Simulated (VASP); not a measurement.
# B2P5 (P-3m1) in VASP: notebook

The runs below take B2P5 through relaxation of cell and atoms, with PBE.

Program: VASP 6.6.1. These are calculated values, not measurements. Logs are shortened: lines on timing, memory, paths and dates and some standing lists are left out, and cuts for length are marked.

### 1 The cell of the first run

The structure is trigonal, space group P-3m1 (No. 164). Conventional cell: a = 3.250 Å, b = 3.250 Å, c = 23.400 Å, α = 90.00°, β = 90.00°, γ = 120.00°. Within 2.6 Å of B (site symmetry 3m) lie 4 P at 1.97 to 1.99 Å. Within 2.6 Å of B (site symmetry 3m) lie 4 P at 1.97 to 1.99 Å. P (site symmetry 3m) has 3 P at 2.22 Å within 2.9 Å. Within 2.9 Å of P (site symmetry 3m) lie 3 P at 2.22 Å. P (site symmetry 3m) has 1 B at 1.97 Å and 3 P at 2.24 Å within 2.6 Å. P (site symmetry 3m) has 4 B at 1.97 to 1.99 Å within 2.6 Å. Within 2.6 Å of P (site symmetry 3m) lie 3 B at 1.99 Å.

### 2 Relaxation of cell and atoms, PBE

INCAR

```
SYSTEM = B2P5
PREC     = Accurate       ! precision mode
ENCUT    = 600            ! plane-wave cutoff, eV
EDIFF    = 1E-7           ! SCF threshold, eV
ISMEAR   = 0              ! smearing method
SIGMA    = 0.2            ! smearing width, eV
LREAL    = .FALSE.        ! projectors in reciprocal space
LASPH    = .TRUE.         ! aspherical terms in the spheres
NELM     = 60             ! most SCF steps
ALGO     = Normal         ! electronic algorithm
ISIF     = 3              ! what is computed and relaxed
LWAVE    = .FALSE.        ! write WAVECAR
LCHARG   = .FALSE.        ! write CHGCAR
GGA      = PE             ! functional
IBRION   = 2              ! ionic algorithm
NSW      = 36             ! ionic steps
EDIFFG   = -0.08          ! ionic threshold
```

KPOINTS

```
Automatic mesh
0
G
  6 6 1
  0 0 0
```

POSCAR

```
B2P5
1.0
    3.2500000000      0.0000000000      0.0000000000
   -1.6250000000      2.8145825600      0.0000000000
    0.0000000000      0.0000000000     23.4000000000
B P
4 10
Direct
    0.3333333300      0.6666666700      0.1100000000
    0.0000000000      0.0000000000      0.2220000000
    0.6666666700      0.3333333300      0.8900000000
    0.0000000000      0.0000000000      0.7780000000
    0.0000000000      0.0000000000      0.3820000000
    0.3333333300      0.6666666700      0.4330000000
    0.0000000000      0.0000000000      0.6180000000
    0.6666666700      0.3333333300      0.5670000000
    0.3333333300      0.6666666700      0.0260000000
    0.0000000000      0.0000000000      0.1380000000
    0.6666666700      0.3333333300      0.2500000000
    0.6666666700      0.3333333300      0.9740000000
    0.0000000000      0.0000000000      0.8620000000
    0.3333333300      0.6666666700      0.7500000000
```

Potentials or basis: VASP PAW PBE potentials, release 64 (B, P).

Launch:

```bash
> cat potpaw_PBE.64/B/POTCAR potpaw_PBE.64/P/POTCAR > POTCAR
> mpirun -np 1 vasp_std > vasp.out
```

OUTCAR:

```text
SYSTEM = B2P5
   PREC = Accurate
   ENCUT = 600
   EDIFF = 1E-7
   ISMEAR = 0
   LREAL = .FALSE.
   LASPH = .TRUE.
   NELM = 60
   ISIF = 3
   GGA = PE
   IBRION = 2
   NSW = 36
   EDIFFG = -0.08

 ion  position               nearest neighbor table
   1  0.333  0.667  0.110-   9 1.97  10 1.99  10 1.99  10 1.99
   2  0.000  0.000  0.222-  10 1.97  11 1.99  11 1.99  11 1.99
   3  0.667  0.333  0.890-  12 1.97  13 1.99  13 1.99  13 1.99
   4  0.000  0.000  0.778-  13 1.97  14 1.99  14 1.99  14 1.99
   5  0.000  0.000  0.382-   6 2.22   6 2.22   6 2.22
   6  0.333  0.667  0.433-   5 2.22   5 2.22   5 2.22
   7  0.000  0.000  0.618-   8 2.22   8 2.22   8 2.22
   8  0.667  0.333  0.567-   7 2.22   7 2.22   7 2.22
   9  0.333  0.667  0.026-   1 1.97  12 2.24  12 2.24  12 2.24
  10  0.000  0.000  0.138-   2 1.97   1 1.99   1 1.99   1 1.99
  11  0.667  0.333  0.250-   2 1.99   2 1.99   2 1.99
  12  0.667  0.333  0.974-   3 1.97   9 2.24   9 2.24   9 2.24
  13  0.000  0.000  0.862-   4 1.97   3 1.99   3 1.99   3 1.99
  14  0.333  0.667  0.750-   4 1.99   4 1.99   4 1.99

  LATTYP: Found a hexagonal cell.
 ALAT       =     3.2500000000
 C/A-ratio  =     7.2000000000

  Lattice vectors:

 A1 = (   3.2500000000,   0.0000000000,   0.0000000000)
 A2 = (  -1.6250000000,   2.8145825600,   0.0000000000)
 A3 = (   0.0000000000,   0.0000000000,  23.4000000000)

Analysis of symmetry for initial positions (statically):
=====================================================================
 Subroutine PRICEL returns:
 Original cell was already a primitive cell.

 Routine SETGRP: Setting up the symmetry group for a
 hexagonal supercell.

 Subroutine GETGRP returns: Found 12 space group operations
 (whereof 12 operations were pure point group operations)
 out of a pool of 24 trial point group operations.

The static configuration has the point symmetry D_3d.

Analysis of symmetry for dynamics (positions and initial velocities):
=====================================================================
 Subroutine PRICEL returns:
 Original cell was already a primitive cell.

 Routine SETGRP: Setting up the symmetry group for a
 hexagonal supercell.

 Subroutine GETGRP returns: Found 12 space group operations
 (whereof 12 operations were pure point group operations)
 out of a pool of 24 trial point group operations.

The dynamic configuration has the point symmetry D_3d.

 Subroutine INISYM returns: Found 12 space group operations
 (whereof 12 operations are pure point group operations),
 and found     1 'primitive' translations

----------------------------------------------------------------------------------------

                                     Primitive cell

  volume of cell :     214.0490

  direct lattice vectors                    reciprocal lattice vectors
     3.250000000  0.000000000  0.000000000     0.307692308  0.177646237  0.000000000
    -1.625000000  2.814582560  0.000000000     0.000000000  0.355292474  0.000000000
     0.000000000  0.000000000 23.400000000     0.000000000  0.000000000  0.042735043

  length of vectors
     3.250000000  3.249999998 23.400000000     0.355292473  0.355292474  0.042735043

  position of ions in fractional coordinates (direct lattice)
     0.333333330  0.666666670  0.110000000
     0.000000000  0.000000000  0.222000000
     0.666666670  0.333333330  0.890000000
     0.000000000  0.000000000  0.778000000
     0.000000000  0.000000000  0.382000000
     0.333333330  0.666666670  0.433000000
     0.000000000  0.000000000  0.618000000
     0.666666670  0.333333330  0.567000000
     0.333333330  0.666666670  0.026000000
     0.000000000  0.000000000  0.138000000
     0.666666670  0.333333330  0.250000000
     0.666666670  0.333333330  0.974000000
     0.000000000  0.000000000  0.862000000
     0.333333330  0.666666670  0.750000000

  ion indices of the primitive-cell ions
   primitive index   ion index
                 1           1
                 2           2
                 3           3
                 4           4
                 5           5
                 6           6
                 7           7
                 8           8
                 9           9
                10          10
                11          11
                12          12
                13          13
                14          14

----------------------------------------------------------------------------------------

 KPOINTS: Automatic mesh

Automatic generation of k-mesh.
 Grid dimensions read from file:
 generate k-points for:    6    6    1

 Generating k-lattice:

  Cartesian coordinates                     Fractional coordinates (reciprocal lattice)
     0.051282051  0.029607706  0.000000000     0.166666667  0.000000000  0.000000000
     0.000000000  0.059215412  0.000000000     0.000000000  0.166666667  0.000000000
     0.000000000  0.000000000  0.042735043     0.000000000  0.000000000  1.000000000

  Length of vectors
     0.059215412  0.059215412  0.042735043

  Shift w.r.t. Gamma in fractional coordinates (k-lattice)
     0.000000000  0.000000000  0.000000000

 Subroutine IBZKPT returns following result:
 ===========================================

 Found      7 irreducible k-points:

 Following reciprocal coordinates:
            Coordinates               Weight
  0.000000  0.000000  0.000000      1.000000
  0.166667  0.000000  0.000000      6.000000
  0.333333  0.000000  0.000000      6.000000
  0.500000  0.000000  0.000000      3.000000
  0.166667  0.166667  0.000000      6.000000
  0.333333  0.166667  0.000000     12.000000
  0.333333  0.333333  0.000000      2.000000
   k-points           NKPTS =      7   k-points in BZ     NKDIM =      7   number of bands    NBANDS=     39
   number of dos      NEDOS =    301   number of ions     NIONS =     14
   total plane-waves  NPLWV = 150528
   dimension x,y,z NGX =    28 NGY =   28 NGZ =  192
   dimension x,y,z NGXF=    56 NGYF=   56 NGZF=  384
   ions per type =               4  10
   NGX,Y,Z   is equivalent  to a cutoff of  14.32, 14.32, 13.64 a.u.
   NGXF,Y,Z  is equivalent  to a cutoff of  28.65, 28.65, 27.28 a.u.
 SYSTEM =  B2P5
   PREC   = accura    normal or accurate (medium, high low for compatibility)
   ISTART =      0    job   : 0-new  1-cont  2-samecut
   ICHARG =      2    charge: 1-file 2-atom 10-const
   ISPIN  =      1    spin polarized calculation?
   LNONCOLLINEAR =      F non collinear calculations
   LSORBIT =      F    spin-orbit coupling
   LASPH  =      T    aspherical Exc in radial PAW
   ENCUT  =  600.0 eV  44.10 Ry    6.64 a.u.   6.49  6.49 46.74*2*pi/ulx,y,z
   NELM   =     60;   NELMIN=  2; NELMDL= -5     # of ELM steps
   EDIFF  = 0.1E-06   stopping-criterion for ELM
   LREAL  =      F    real-space projection
   EDIFFG = -.8E-01   stopping-criterion for IOM
   NSW    =     36    number of steps for IOM
   IBRION =      2    ionic relax: 0-MD 1-quasi-New 2-CG
   NFREE  =      1    steps in history (QN), initial steepest desc. (CG)
   ISIF   =      3    stress and relaxation
   ISYM   =      2    0-nonsym 1-usesym 2-fastsym
   POTIM  = 0.5000    time-step for ionic-motion
   TEBEG  =    0.0;   TEEND  =   0.0 temperature during run
   PSTRESS=    0.0 pullay stress
   NELECT =      62.0000    total number of electrons
   NUPDOWN=      -1.0000    fix difference up-down
   EMIN   =  10.00;   EMAX   =-10.00  energy-range for DOS
   EFERMI =   0.00;   METHOD = LEGACY
   ISMEAR =     0;   SIGMA  =   0.20  broadening in eV -4-tet -1-fermi 0-gaus
   EFERMI_NEDOS =   21; number of points for ismear=-14 and -15
   IALGO  =     38    algorithm
   IMIX   =      4    mixing-type and parameters
     AMIX     =   0.40;   BMIX     =  1.00
     AMIX_MAG =   1.60;   BMIX_MAG =  1.00
  volume/ion in A,a.u.               =      15.29       103.18
  Fermi-wavevector in a.u.,A,eV,Ry     =   1.083181  2.046915 15.963455  1.173281
  Thomas-Fermi vector in A             =   2.219241
   LORBIT       =      0    0 simple, 1 ext, 2 COOP (PROOUT), +10 PAW based schemes
   GGA     = PE    functional components
   LHFCALC =     F    Hartree Fock is set to
   AEXX    =    0.0000 exact exchange contribution
   IVDW    =     0    specifies the selected vdW correction
   LEPSILON=     F    determine dielectric tensor
   LRPA    =     F    only Hartree local field effects (RPA)
 conjugate gradient relaxation of ions
 non-spin polarized calculation
 Gauss-broadening in eV      SIGMA  =   0.20
  energy-cutoff  :      600.00
  volume of cell :      214.05
 maximum number of plane-waves:      7209
 NGX is ok and might be reduce to    28
   NGX = 13   NGY = 13   NGZ = 93

--------------------------------------- Ionic step        1  -------------------------------------------

 number of electron      62.0000001 magnetization

 Free energy of the ion-electron system (eV)
  ---------------------------------------------------
  ext. energy  EPLUGINS =         0.00000000
  ---------------------------------------------------
  free energy    TOTEN  =       -80.77879296 eV

  energy without entropy =      -80.68404653  energy(sigma->0) =      -80.73141975

------------------------ aborting loop because EDIFF is reached ----------------------------------------

  FORCE on cell =-STRESS in cart. coord.  units (eV):
  Direction    XX          YY          ZZ          XY          YZ          ZX
  --------------------------------------------------------------------------------------
  -------------------------------------------------------------------------------------
  Total        1.5675486      1.5675486     -3.3306658      0.0000000     -0.0000000      0.0000000
  in kB       11.7332514     11.7332514    -24.9303534      0.0000000     -0.0000000      0.0000000
  external PRESSURE =      -0.4879502 kB  Pullay stress =       0.0000000 kB
[... 125 lines left out ...]
  FREE ENERGIE OF THE ION-ELECTRON SYSTEM (eV)
  ---------------------------------------------------
  free  energy   TOTEN  =       -80.9314855342 eV

  energy  without entropy=      -80.8602841889  energy(sigma->0) =      -80.89588486

[... ionic steps 4 to 15 ...]

--------------------------------------- Ionic step       16  -------------------------------------------

 number of electron      62.0000000 magnetization

------------------------ aborting loop because EDIFF is reached ----------------------------------------

  FORCE on cell =-STRESS in cart. coord.  units (eV):
  Direction    XX          YY          ZZ          XY          YZ          ZX
  --------------------------------------------------------------------------------------
  -------------------------------------------------------------------------------------
  Total        0.0041859      0.0041859     -0.2867365      0.0000000      0.0000000      0.0000000
  in kB        0.0324518      0.0324518     -2.2229478      0.0000000      0.0000000      0.0000000
  external PRESSURE =      -0.7193481 kB  Pullay stress =       0.0000000 kB
[... 81 lines left out ...]
  energy  without entropy=      -81.0570784630  energy(sigma->0) =      -81.09542790

--------------------------------------- Ionic step       18  -------------------------------------------

 number of electron      62.0000000 magnetization

 Free energy of the ion-electron system (eV)
  ---------------------------------------------------
  ext. energy  EPLUGINS =         0.00000000
  ---------------------------------------------------
  free energy    TOTEN  =       -81.13482542 eV

  energy without entropy =      -81.05761897  energy(sigma->0) =      -81.09622219

 E-fermi :   7.2175     XC(G=0): -10.3722

 val. band max:        7.1267073595   @ k =   0.1667   0.1667   0.0000
 cond. band min:       7.2385596860   @ k =   0.1667   0.0000   0.0000
 fundamental gap:      0.1118523265
 Fermi energy:         7.2175077278

 k-point     1 :       0.0000    0.0000    0.0000
  band No.  band energies     occupation
      1     -10.4252      2.00000
      2      -8.2237      2.00000
      3      -8.1885      2.00000
      4      -8.0141      2.00000
      5      -7.6768      2.00000
      6      -6.0631      2.00000
[... 324 lines left out ...]
  FREE ENERGIE OF THE ION-ELECTRON SYSTEM (eV)
  ---------------------------------------------------
  free  energy   TOTEN  =       -81.1348254150 eV

  energy  without entropy=      -81.0576189732  energy(sigma->0) =      -81.09622219

 reached required accuracy - stopping structural energy minimisation
```

Wall time 38 min (1 thread of Intel Xeon 8259CL, shared host); peak memory 0.42 GiB.

Results:

- Free energy: -81.1348 eV
- Relaxed volume: 14.75 Å³/atom
- Relaxed cell: a = 3.273 Å, b = 3.273 Å, c = 22.268 Å, α = 90.00°, β = 90.00°, γ = 120.00°
- Space group after relaxing (to 0.1 Å): P-3m1 (No. 164)
- Energy gained by relaxing: 25.4 meV/atom
- Ionic steps: 18
- Pressure after relaxing: 0.0 GPa
- Largest force after relaxing: 0.049 eV/Å
- Band gap on the k mesh: zero (bands 31 and 32 overlap by 2.01 eV)

Forces in eV/Å, atoms in the order of the input:
```
B    0.000  0.000  0.018
B    0.000  0.000 -0.049
B    0.000  0.000 -0.018
B    0.000  0.000  0.049
P    0.000  0.000 -0.002
P    0.000  0.000 -0.011
P    0.000  0.000  0.002
P    0.000  0.000  0.011
P    0.000  0.000  0.048
P    0.000  0.000  0.000
P    0.000  0.000 -0.018
P    0.000  0.000 -0.048
P    0.000  0.000  0.000
P    0.000  0.000  0.018
```

The path:
```
step  energy change (eV)  largest force (eV/Å)  pressure (GPa)  volume (Å³)
   1              0.0000                0.8675           -0.05       214.05
   2             -0.1476                0.3013           -0.76       213.88
   3             -0.1527                0.4468           -0.88       213.84
   4             -0.2101                0.4472            0.22       211.06
   5             -0.2106                0.4742            0.35       210.75
   6             -0.2420                0.3087           -0.19       210.63
   7             -0.2502                0.2631           -0.61       210.51
   8             -0.2670                0.2967            0.21       208.64
   9             -0.2673                0.2371            0.12       208.84
  10             -0.2797                0.1550            0.20       208.54
  11             -0.2986                0.3862            0.49       207.64
  12             -0.3059                0.3578            0.34       207.74
  13             -0.3232                0.2787           -0.10       208.05
  14             -0.3370                0.2275           -0.93       208.67
  15             -0.3472                0.1615           -0.63       207.94
  16             -0.3550                0.1447           -0.07       206.66
  17             -0.3550                0.1478           -0.03       206.57
  18             -0.3560                0.0486           -0.02       206.55
```

Final structure:
```yaml
crystal:
  lattice:
    - [3.27275, 0.00000, 0.00000]
    - [-1.63637, 2.83428, 0.00000]
    - [0.00000, 0.00000, 22.26763]
  atoms:
    - { symbol: B, position: [0.33333, 0.66667, 0.11210] }
    - { symbol: B, position: [0.00000, 0.00000, 0.22948] }
    - { symbol: B, position: [0.66667, 0.33333, 0.88790] }
    - { symbol: B, position: [0.00000, 0.00000, 0.77052] }
    - { symbol: P, position: [0.00000, 0.00000, 0.37046] }
    - { symbol: P, position: [0.33333, 0.66667, 0.42509] }
    - { symbol: P, position: [0.00000, 0.00000, 0.62954] }
    - { symbol: P, position: [0.66667, 0.33333, 0.57491] }
    - { symbol: P, position: [0.33333, 0.66667, 0.02402] }
    - { symbol: P, position: [0.00000, 0.00000, 0.14082] }
    - { symbol: P, position: [0.66667, 0.33333, 0.25756] }
    - { symbol: P, position: [0.66667, 0.33333, 0.97598] }
    - { symbol: P, position: [0.00000, 0.00000, 0.85918] }
    - { symbol: P, position: [0.33333, 0.66667, 0.74244] }
```

Levels at points of the mesh, in eV from the Fermi level:
```
           k point  band 29  band 30  band 31  band 32  band 33  band 34
(0.00, 0.00, 0.00)    -0.86     0.65     1.16     1.16     1.25     1.35
(0.50, 0.00, 0.00)    -2.65    -1.29    -1.02    -0.85    -0.28     0.96
```

Caveat: the k points lie up to 0.37 Å⁻¹ apart in the final cell, too coarse for converged energies and pressures of a metal; this functional lacks dispersion, which binds the layers, so the pressure and a relaxed spacing across them are unreliable; the relaxation stopped at a loose force limit of 0.08 eV/Å, so its end isn't a converged minimum.

(Part 1 of 2 ends here.)
